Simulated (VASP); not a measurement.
A run of VASP 6.6.1 is set up as follows.

INCAR

```
SYSTEM = Mo
ALGO     = Normal         ! electronic algorithm
EDIFF    = 1E-7           ! SCF threshold, eV
ENCUT    = 520            ! plane-wave cutoff, eV
GGA      = PE             ! functional
ISIF     = 2              ! what is computed and relaxed
ISMEAR   = 0              ! smearing method
LASPH    = .TRUE.         ! aspherical terms in the spheres
LCHARG   = .FALSE.        ! write CHGCAR
LREAL    = .FALSE.        ! projectors in reciprocal space
LWAVE    = .FALSE.        ! write WAVECAR
NBANDS   = 13             ! bands
NELM     = 80             ! most SCF steps
PREC     = Accurate       ! precision mode
SIGMA    = 0.1            ! smearing width, eV
```

File KPOINTS:

```
k-points
0
G
  8 8 8
  0 0 0
```

The input POSCAR:

```
Mo
1.0
   -1.5734150000      1.5734150000      1.5734150000
    1.5734150000     -1.5734150000      1.5734150000
    1.5734150000      1.5734150000     -1.5734150000
Mo
1
Direct
    0.0000000000      0.0000000000      0.0000000000
```

Potentials or basis: VASP PAW PBE potentials, release 64 (Mo_sv).

Command:

```bash
$ cat potpaw_PBE.64/Mo_sv/POTCAR > POTCAR
$ mpirun -np 1 vasp_std > vasp.out
```

What does it give for the pressure?

4.7 GPa.

Estimate the band gap on the k mesh.

zero (band 7 reaches 16.64 eV, above the bottom of band 8 at 11.27 eV).
